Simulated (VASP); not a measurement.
# TiAl (P1) in VASP: a series of runs, part 2 of 2

VASP 6.6.1. The steps go on from the part before.

### 4 Single point, PBE (dynamics (nvt langevin) at 1200 K, volume x 1.04, from the last frame before)

INCAR

```
SYSTEM = TiAl
PREC     = Accurate       ! precision mode
ENCUT    = 520            ! plane-wave cutoff, eV
EDIFF    = 1E-6           ! SCF threshold, eV
ISMEAR   = -1             ! smearing method
SIGMA    = 0.1034         ! smearing width, eV
LREAL    = Auto         
LASPH    = .True.         ! aspherical terms in the spheres
NELM     = 80             ! most SCF steps
ALGO     = Normal         ! electronic algorithm
ISIF     = 2              ! what is computed and relaxed
LWAVE    = .False.        ! write WAVECAR
LCHARG   = .False.        ! write CHGCAR
GGA      = PE             ! functional
NBANDS   = 74             ! bands
```

KPOINTS

```
Automatic mesh
0
Gamma
  2 2 2
  0.5 0.5 0.5
```

POSCAR

```
TiAl
1.0
    0.0000000000      0.0000000000      6.4417971739
    6.4417971739      0.0000000000      0.0000000000
    0.0000000000      6.4417971739      0.0000000000
Ti Al
8 8
Direct
    0.0640937597      0.0059554809     -0.0071461424
    0.5682175177      0.0218521317      0.0445717231
    0.1042690389     -0.0035263451      0.5332482392
    0.5168501755      0.0371205416      0.5116964895
    0.0311434829      0.5263604098      0.0161902024
    0.5606522376      0.5154361291      0.0536030537
    0.0689185002      0.4782640491      0.5607997120
    0.5497205057      0.4785824385      0.4643963353
    0.2710499808      0.2720290554      0.2390089223
    0.8516772341      0.2440106321      0.2855960767
    0.3273085046      0.2956778906      0.8122270632
    0.7545881792      0.2803604260      0.7425893537
    0.2701253941      0.7400333900      0.2630959892
    0.8259719852      0.7848926105      0.2799195553
    0.3300811781      0.7185544461      0.7447528804
    0.7827775175      0.7817582367      0.7200125795
```

Potentials or basis: VASP PAW PBE potentials, release 64 (Ti_sv, Al).

Run with:

```
cat potpaw_PBE.64/Ti_sv/POTCAR potpaw_PBE.64/Al/POTCAR > POTCAR
mpirun -np 1 vasp_std > vasp.out
```

OUTCAR:

```text
SYSTEM = TiAl
   PREC = Accurate
   ENCUT = 520
   EDIFF = 1E-6
   ISMEAR = -1
   LREAL = Auto
   LASPH = .True.
   NELM = 80
   ISIF = 2
   GGA = PE

 ion  position               nearest neighbor table
   1  0.064  0.006  0.993-   9 2.69  11 2.78  13 2.78  10 2.79  14 2.79  16 2.91  15 2.99  12 3.11

   2  0.568  0.022  0.045-  14 2.72  11 2.79  10 2.79   9 2.80  12 2.83  16 2.95  13 2.99
   3  0.104  0.996  0.533-  13 2.63   4 2.67  15 2.68  16 2.77  14 2.78  10 2.78   9 2.81  11 3.00

   4  0.517  0.037  0.512-  12 2.65   3 2.67  16 2.73   9 2.81  15 2.81  11 2.83   8 2.87  10 2.92
                            13 2.96  14 2.97
   5  0.031  0.526  0.016-  13 2.61   9 2.67  14 2.72  11 2.75  10 2.77  15 2.88  12 2.97  16 2.98
[... 5 lines left out ...]
   8  0.550  0.479  0.464-  12 2.57   6 2.66   9 2.66  10 2.72  15 2.77  13 2.79   4 2.87  11 2.91
                            14 2.91  16 2.96
   9  0.271  0.272  0.239-   8 2.66   5 2.67   1 2.69   6 2.71  10 2.72  11 2.78   7 2.79   2 2.80
                             4 2.81   3 2.81  13 3.02
  10  0.852  0.244  0.286-   7 2.72   8 2.72   9 2.72   5 2.77   3 2.78   1 2.79   2 2.79   4 2.92
                            14 2.96   6 2.97  12 3.02
  11  0.327  0.296  0.812-   6 2.58   7 2.60   5 2.75  15 2.76   1 2.78   9 2.78   2 2.79  12 2.79
                             4 2.83   8 2.91   3 3.00
  12  0.755  0.280  0.743-   8 2.57   4 2.65   7 2.66  11 2.79   6 2.80   2 2.83   5 2.97  10 3.02
                             1 3.11  16 3.22  16 3.24
  13  0.270  0.740  0.263-   5 2.61   3 2.63   6 2.72   1 2.78   8 2.79   7 2.86  14 2.88   4 2.96
                             2 2.99   9 3.02  15 3.13  15 3.36
  14  0.826  0.785  0.280-   2 2.72   5 2.72   3 2.78   1 2.79   6 2.84  16 2.85  13 2.88   8 2.91
                            10 2.96   4 2.97   7 3.10
  15  0.330  0.719  0.745-   7 2.57   3 2.68  11 2.76   8 2.77   6 2.81   4 2.81   5 2.88  16 2.95
                             1 2.99  13 3.13  13 3.36
  16  0.783  0.782  0.720-   4 2.73   3 2.77  14 2.85   7 2.88   1 2.91   2 2.95  15 2.95   8 2.96
                             5 2.98   6 3.10  12 3.22  12 3.24

  LATTYP: Found a simple cubic cell.
 ALAT       =     6.4417971739

  Lattice vectors:

 A1 = (   0.0000000000,   0.0000000000,   6.4417971739)
 A2 = (   6.4417971739,   0.0000000000,   0.0000000000)
 A3 = (   0.0000000000,   6.4417971739,   0.0000000000)

Analysis of symmetry for initial positions (statically):
=====================================================================
 Subroutine PRICEL returns:
 Original cell was already a primitive cell.

 Routine SETGRP: Setting up the symmetry group for a
 simple cubic supercell.

 Subroutine GETGRP returns: Found  1 space group operations
 (whereof  1 operations were pure point group operations)
 out of a pool of 48 trial point group operations.

The static configuration has the point symmetry C_1 .

Analysis of symmetry for dynamics (positions and initial velocities):
=====================================================================
 Subroutine PRICEL returns:
 Original cell was already a primitive cell.

 Routine SETGRP: Setting up the symmetry group for a
 simple cubic supercell.

 Subroutine GETGRP returns: Found  1 space group operations
 (whereof  1 operations were pure point group operations)
 out of a pool of 48 trial point group operations.

The dynamic configuration has the point symmetry C_1 .

 Subroutine INISYM returns: Found  1 space group operations
[... 77 lines left out ...]

 Found      4 irreducible k-points:

 Following reciprocal coordinates:
            Coordinates               Weight
  0.250000  0.250000  0.250000      2.000000
 -0.250000  0.250000  0.250000      2.000000
 -0.250000 -0.250000  0.250000      2.000000
  0.250000 -0.250000  0.250000      2.000000
   k-points           NKPTS =      4   k-points in BZ     NKDIM =      4   number of bands    NBANDS=     74
   number of dos      NEDOS =    301   number of ions     NIONS =     16
   total plane-waves  NPLWV = 110592
   dimension x,y,z NGX =    48 NGY =   48 NGZ =   48
   dimension x,y,z NGXF=    96 NGYF=   96 NGZF=   96
   ions per type =               8   8
   NGX,Y,Z   is equivalent  to a cutoff of  12.39, 12.39, 12.39 a.u.
   NGXF,Y,Z  is equivalent  to a cutoff of  24.78, 24.78, 24.78 a.u.
 SYSTEM =  TiAl
   PREC   = accura    normal or accurate (medium, high low for compatibility)
   ISTART =      0    job   : 0-new  1-cont  2-samecut
   ICHARG =      2    charge: 1-file 2-atom 10-const
   ISPIN  =      1    spin polarized calculation?
   LNONCOLLINEAR =      F non collinear calculations
   LSORBIT =      F    spin-orbit coupling
   LASPH  =      T    aspherical Exc in radial PAW
   ENCUT  =  520.0 eV  38.22 Ry    6.18 a.u.  11.98 11.98 11.98*2*pi/ulx,y,z
   NELM   =     80;   NELMIN=  2; NELMDL= -5     # of ELM steps
   EDIFF  = 0.1E-05   stopping-criterion for ELM
   LREAL  =      T    real-space projection
   EDIFFG = 0.1E-04   stopping-criterion for IOM
   NSW    =      0    number of steps for IOM
   IBRION =     -1    ionic relax: 0-MD 1-quasi-New 2-CG
   NFREE  =      0    steps in history (QN), initial steepest desc. (CG)
   ISIF   =      2    stress and relaxation
   ISYM   =      2    0-nonsym 1-usesym 2-fastsym
   POTIM  = 0.5000    time-step for ionic-motion
   TEBEG  =    0.0;   TEEND  =   0.0 temperature during run
   PSTRESS=    0.0 pullay stress
   NELECT =     120.0000    total number of electrons
   NUPDOWN=      -1.0000    fix difference up-down
   EMIN   =  10.00;   EMAX   =-10.00  energy-range for DOS
   EFERMI =   0.00;   METHOD = LEGACY
   ISMEAR =    -1;   SIGMA  =   0.10  broadening in eV -4-tet -1-fermi 0-gaus
   EFERMI_NEDOS =   21; number of points for ismear=-14 and -15
   IALGO  =     38    algorithm
   IMIX   =      4    mixing-type and parameters
     AMIX     =   0.40;   BMIX     =  1.00
     AMIX_MAG =   1.60;   BMIX_MAG =  1.00
  volume/ion in A,a.u.               =      16.71       112.75
  Fermi-wavevector in a.u.,A,eV,Ry     =   1.253511  2.368793 21.378701  1.571290
  Thomas-Fermi vector in A             =   2.387360
   LORBIT       =      0    0 simple, 1 ext, 2 COOP (PROOUT), +10 PAW based schemes
   GGA     = PE    functional components
[... 5 lines left out ...]
 non-spin polarized calculation
  energy-cutoff  :      520.00
  volume of cell :      267.31
 maximum number of plane-waves:      7199
   NGX = 23   NGY = 23   NGZ = 23

 number of electron     120.0000004 magnetization

 Free energy of the ion-electron system (eV)
  ---------------------------------------------------
  ext. energy  EPLUGINS =         0.00000000
  ---------------------------------------------------
  free energy    TOTEN  =       -95.97717423 eV

  energy without entropy =      -95.33534565  energy(sigma->0) =      -95.65625994

 E-fermi :   8.1852     XC(G=0): -10.8943

 val. band max:        8.1667762660   @ k =   0.2500  -0.2500   0.2500
 cond. band min:       8.2153519177   @ k =   0.2500  -0.2500   0.2500
 fundamental gap:      0.0485756517
 Fermi energy:         8.1851514464

 k-point     1 :       0.2500    0.2500    0.2500
  band No.  band energies     occupation
      1     -48.7742      2.00000
      2     -48.7314      2.00000
      3     -48.5703      2.00000
      4     -48.5165      2.00000
      5     -48.4923      2.00000
      6     -48.4888      2.00000
[... 289 lines left out ...]
     71       9.3030      0.00004
     72       9.4071      0.00001
 [bands above 72 left out]

------------------------ aborting loop because EDIFF is reached ----------------------------------------

  FORCE on cell =-STRESS in cart. coord.  units (eV):
  Direction    XX          YY          ZZ          XY          YZ          ZX
  --------------------------------------------------------------------------------------
  -------------------------------------------------------------------------------------
  Total       -5.6489736      1.3093975      2.0443959      1.4355213      6.0334894      0.7960763
  in kB      -33.8578197      7.8480352     12.2533387      8.6039738     36.1624625      4.7713813
  external PRESSURE =      -4.5854819 kB  Pullay stress =       0.0000000 kB

 VOLUME and BASIS-vectors are now :
 -----------------------------------------------------------------------------
  energy-cutoff  :      520.00
  volume of cell :      267.31
      direct lattice vectors                 reciprocal lattice vectors
     0.000000000  0.000000000  6.441797174     0.000000000  0.000000000  0.155236182
     6.441797174  0.000000000  0.000000000     0.155236182  0.000000000  0.000000000
     0.000000000  6.441797174  0.000000000     0.000000000  0.155236182  0.000000000

 POSITION                                       TOTAL-FORCE (eV/Angst)
 -----------------------------------------------------------------------------------
      0.03836      6.39576      0.41288        -0.187070     -0.686660     -0.351369
      0.14077      0.28712      3.66034        -0.194314     -0.553949     -0.465509
      6.41908      3.43508      0.67168         1.111332      0.808238     -1.084183
      0.23912      3.29624      3.32944        -0.584831     -0.539688      0.230129
      3.39071      0.10429      0.20062        -0.245827     -1.262495     -0.746680
      3.32033      0.34530      3.61161         0.444344     -0.228762      1.204628
[... 8 lines left out ...]
      4.62878      4.79755      2.12632         0.823076      0.941021      0.622356
      5.03593      4.63817      5.04249        -0.553142      0.703126     -0.160323
 -----------------------------------------------------------------------------------
    total drift:                                0.008981      0.014595      0.018820

  FREE ENERGIE OF THE ION-ELECTRON SYSTEM (eV)
  ---------------------------------------------------
  free  energy   TOTEN  =       -95.9771742272 eV

  energy  without entropy=      -95.3353456511  energy(sigma->0) =      -95.65625994
```

Run time: 2 min. Hardware: 1 thread of Intel Xeon 6975P-C (Granite Rapids), shared host; peak memory 0.34 GiB.

What came out:

```
Free energy            : -95.9772 eV
Pressure               : -0.5 GPa
Largest force          : 1.750 eV/Å
Band gap on the k mesh : zero (band 60 reaches 8.17 eV, above the bottom of band 61 at 8.16 eV)
```

Forces in eV/Å, atoms in the order of the input:
```
Ti  -0.187 -0.687 -0.351
Ti  -0.194 -0.554 -0.466
Ti   1.111  0.808 -1.084
Ti  -0.585 -0.540  0.230
Ti  -0.246 -1.262 -0.747
Ti   0.444 -0.229  1.205
Ti   0.422 -1.129 -0.696
Ti   0.982  0.420  0.093
Al  -0.272  0.135 -0.096
Al  -0.339  0.004 -0.361
Al  -0.833 -0.450  0.087
Al  -0.668  0.989  1.023
Al   0.294  0.196  0.792
Al  -0.198  0.654 -0.092
Al   0.823  0.941  0.622
Al  -0.553  0.703 -0.160
```

Levels at points of the mesh, in eV from the Fermi level:
```tsv
k point	band 57	band 58	band 59	band 60	band 61	band 62	band 63	band 64
(0.25, 0.25, 0.25)	-0.30	-0.21	-0.16	-0.03	0.09	0.19	0.26	0.40
```

Caveat: the k points lie up to 0.49 Å⁻¹ apart; forces of over 1 eV/Å act on the atoms, so gaps and moduli don't describe the material at rest.
